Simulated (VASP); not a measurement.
Set up this calculation in VASP 6.6.1, as the native input.

```
Task                   : relaxation of the atoms
Functional             : LDA
Potentials or basis    : VASP PAW LDA potentials, release 64 (P)
Cutoff                 : 520 eV
k mesh                 : 7 × 7 × 7
Occupations            : methfessel-paxton, width 0.1 eV
Spin                   : no spin polarisation
Dipole correction      : no
Further INCAR settings : ALGO = Normal; EDIFF = 1e-07; IBRION = 2; EDIFFG = -0.02; NSW = 80
```

The structure of P lies in POSCAR:

```
P
1.0
    1.7050960000      0.9186430000      3.0669390000
   -1.7843440000      1.0147250000      3.0800490000
    0.0435850000     -2.0359440000      3.1061490000
P
2
Direct
    0.7729197500      0.7729197500      0.7729197500
    0.2270802500      0.2270802500      0.2270802500
```

This cell differs from its parent crystal: the cell strained at random.

The input as run:

INCAR

```
SYSTEM = P
PREC     = Accurate       ! precision mode
ENCUT    = 520            ! plane-wave cutoff, eV
EDIFF    = 1E-7           ! SCF threshold, eV
ISMEAR   = 1              ! smearing method
SIGMA    = 0.1            ! smearing width, eV
LREAL    = .False.        ! projectors in reciprocal space
LASPH    = .True.         ! aspherical terms in the spheres
NELM     = 100            ! most SCF steps
ALGO     = Normal         ! electronic algorithm
ISIF     = 2              ! what is computed and relaxed
LWAVE    = .False.        ! write WAVECAR
LCHARG   = .False.        ! write CHGCAR
IBRION   = 2              ! ionic algorithm
NSW      = 80             ! ionic steps
EDIFFG   = -0.02          ! ionic threshold
```

KPOINTS

```
Automatic mesh
0
Gamma
  7 7 7
  0 0 0
```

Potentials or basis: VASP PAW LDA potentials, release 64 (P).

Command:

```sh
$ cat potpaw_LDA.64/P/POTCAR > POTCAR
$ mpirun -np 1 vasp_std > vasp.out
```

Results of the run:

* Energy gained by relaxing: 1.1 meV/atom
* Ionic steps: 6
* Pressure after relaxing: -4.0 GPa
* Largest force after relaxing: 0.019 eV/Å
* Band gap on the k mesh: zero (bands 5 and 6 overlap by 0.76 eV)

Caveat: the cell differs from its parent crystal (the cell strained at random).

It took 100 s on 1 thread of Intel(R) Xeon(R) Platinum 8259CL CPU @ 2.50GHz (Skylake/Cascade Lake) (shared host), peak memory 0.16 GiB.
